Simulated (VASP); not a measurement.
AlCd2O:

```
CELL_PARAMETERS angstrom
2.36856 -3.45356 0.00000
2.36856 3.45356 0.00000
0.00000 0.00000 4.57777
ATOMIC_POSITIONS crystal
Al 0.50000 0.50000 0.00000
Cd 0.69506 0.30494 0.50000
Cd 0.30494 0.69506 0.50000
O 0.00000 0.00000 0.00000
```

The cell was generated, and may not be a known phase.

```yaml
Program: VASP 6.6.1
Task: relaxation of cell and atoms
Functional: PBE
Potentials_or_basis: VASP PAW PBE potentials, release 64 (Al, Cd_sv_GW, O)
Cutoff: 700 eV
k_mesh: 4 × 4 × 4
Occupations: gaussian, width 0.1 eV
Spin: no spin polarisation
```

At the start: pressure 7.3 GPa; volume 18.72 Å³/atom.

Q: How do energy, volume and symmetry change on relaxing?

A: Over 39 steps the energy falls by 835.0 meV/atom and the volume is 22.90 Å³/atom (+22.3 %); space group Cmmm (No. 65, to 0.1 Å) before and after.

Step by step:
| step | energy change (eV) | largest force (eV/Å) | pressure (GPa) | volume (Å³) |
| --- | --- | --- | --- | --- |
| 1 | 0.0000 | 0.6682 | 7.30 | 74.89 |
| 2 | -0.2120 | 0.1340 | -0.61 | 84.52 |
| 3 | -0.2123 | 0.1453 | -0.37 | 84.11 |
| 4 | -0.2251 | 0.0559 | 0.10 | 83.89 |
| 5 | -0.2272 | 0.1753 | 0.44 | 83.75 |
| 6 | -0.2385 | 0.2445 | 0.22 | 84.37 |
| 7 | -0.2671 | 0.3627 | -0.46 | 86.12 |
| 8 | -0.2927 | 0.4657 | -1.65 | 89.19 |
| 9 | -0.2951 | 0.4823 | -1.65 | 89.28 |
| 10 | -0.3022 | 0.5340 | -1.67 | 89.54 |
| 11 | -0.3179 | 0.6312 | -1.72 | 90.02 |
| 12 | -0.3588 | 0.8010 | -1.71 | 90.87 |
| 13 | -0.4814 | 1.0548 | -2.54 | 92.06 |
| 14 | -0.5178 | 1.1670 | -12.91 | 92.56 |
| 15 | -0.5444 | 1.0802 | -3.33 | 92.30 |
| 16 | -0.6614 | 1.1443 | -6.51 | 92.64 |
| 17 | -0.6544 | 1.1423 | -5.99 | 92.62 |
| 18 | -0.9609 | 1.5252 | -3.46 | 88.44 |
| 19 | -1.3336 | 2.4423 | 2.92 | 80.86 |
| 20 | -0.5690 | 5.7001 | 30.96 | 66.47 |
| 21 | -1.3682 | 2.9264 | 6.18 | 78.17 |
| 22 | -1.5942 | 2.7866 | 6.62 | 77.44 |
| 23 | -2.1560 | 1.9626 | 8.86 | 75.09 |
| 24 | -1.6075 | 0.4368 | 23.63 | 69.72 |
| 25 | -2.3183 | 1.2203 | 11.24 | 73.59 |
| 26 | -2.3207 | 0.9589 | 12.37 | 73.04 |
| 27 | -2.6074 | 0.3200 | 5.35 | 77.46 |
| 28 | -2.6903 | 0.1070 | -1.46 | 83.04 |
| 29 | -2.6943 | 0.0584 | -0.44 | 82.11 |
| 30 | -2.8464 | 0.0718 | -0.60 | 83.77 |
| 31 | -3.1342 | 0.2058 | -1.55 | 88.49 |
| 32 | -2.7977 | 1.1027 | -2.57 | 96.61 |
| 33 | -3.1683 | 0.1854 | -2.08 | 90.66 |
| 34 | -3.3055 | 0.1530 | 0.11 | 89.84 |
| 35 | -3.3163 | 0.1229 | 1.10 | 89.50 |
| 36 | -3.3385 | 0.0988 | 0.33 | 90.99 |
| 37 | -3.3396 | 0.0897 | 0.12 | 91.41 |
| 38 | -3.3396 | 0.0926 | 0.13 | 91.37 |
| 39 | -3.3402 | 0.0307 | -0.08 | 91.59 |

Final structure:
```
Al Cd O
1.0
     1.72451   -5.01114    0.00000
     1.72451    5.01114    0.00000
     0.00000    0.00000    5.29936
Al Cd O
1 2 1
Cartesian
  1.7245 0.0000 0.0000
  1.7245 -1.3883 2.6497
  1.7245 1.3883 2.6497
  0.0000 0.0000 0.0000
```

Caveat: the k points lie up to 0.48 Å⁻¹ apart in the final cell, too coarse for converged energies and pressures of a metal; the volume moved by over 15 % at a fixed basis, so the end points are rough.
